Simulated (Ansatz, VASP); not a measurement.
# GaN in VASP and in Ansatz

Contents of POSCAR:

```
GaN
1.0
   -0.0052712881      2.1085152370      2.1085152370
    2.1085152370     -0.0052712881      2.1085152370
    2.1032439489      2.1032439489      0.0000000000
Ga N
1 1
Direct
    0.0000000000      0.0000000000      0.0000000000
    0.5000000000      0.5000000000      0.5000000000
```

The input INCAR.step1:

```
SYSTEM = GaN
  PREC = Accurate
  ENCUT = 910
  ISMEAR = 0
  SIGMA = 0.01
  LREAL = .FALSE.
  LASPH = .TRUE.
  NELM = 120
  NBANDS = 16
  GGA = PE
  ALGO = Normal
  EDIFF = 1E-5
  LWAVE = .TRUE.
  LCHARG = .FALSE.
  GGA_COMPAT = .FALSE.
```

File INCAR.step2:

```
SYSTEM = GaN
  PREC = Accurate
  ENCUT = 910
  EDIFF = 1E-6
  ISMEAR = 0
  SIGMA = 0.01
  LREAL = .FALSE.
  LASPH = .TRUE.
  NELM = 120
  ALGO = Normal
  ISIF = 2
  LWAVE = .FALSE.
  LCHARG = .FALSE.
  METAGGA = R2SCAN
  LMIXTAU = .TRUE.
  NBANDS = 16
  ISTART = 1
  GGA_COMPAT = .FALSE.
```

File KPOINTS:

```
Automatic mesh
0
G
  10 10 10
  0 0 0
```

Input for Ansatz:

```yaml
crystal:
  lattice:
    - [-0.0052712881, 2.108515237, 2.108515237]
    - [2.108515237, -0.0052712881, 2.108515237]
    - [2.1032439489, 2.1032439489, 0.0]
  atoms:
    - { symbol: Ga, position: [0.0, 0.0, 0.0] }
    - { symbol: "N", position: [0.5, 0.5, 0.5] }
kpoints:
  mp_grid: { grid: [10, 10, 10] }
  band_path:
    path:
      - [0.0, 0.0, 0.0]
      - [0.5, 0.0, 0.5]
      - [0.625, 0.25, 0.625]
      - [0.375, 0.375, 0.75]
      - [0.5, 0.5, 0.5]
      - [0.5, 0.25, 0.75]
      - [0.174479, -0.177083, 0.0]
      - [0.5, 0.5, 0.0]
    npoints: 1
hamiltonian:
  xc: r2scan
scf:
  occupations: { method: fixed }
  n_extra_bands: 4
output:
  forces: true
  stress: true
  eigenvalues: true
```

Change from the starting cell: shear_xy strain -0.5%.

Alike in both runs: task single point; functional r2SCAN; k mesh 10 × 10 × 10; no spin polarisation.

```csv
,VASP,Ansatz
version,VASP 6.6.1,Ansatz 0.2.0
potentials or method,"VASP PAW PBE potentials, release 64 (Ga_d, N_h)","plane waves, PAW"
plane-wave cutoff (eV),910,500
occupations,"gaussian, width 0.01 eV",fixed
valence electrons in the cell,18,18
```

|  | VASP | Ansatz | Ansatz less VASP |
| --- | --- | --- | --- |
| gap on the k mesh at the Fermi level (eV) | 1.16 | 1.18 | +0.022 |

VASP's potentials were made for PBE, not for r2SCAN.

Noted on VASP's run: the cutoff is short for stress, so the pressure is rough.
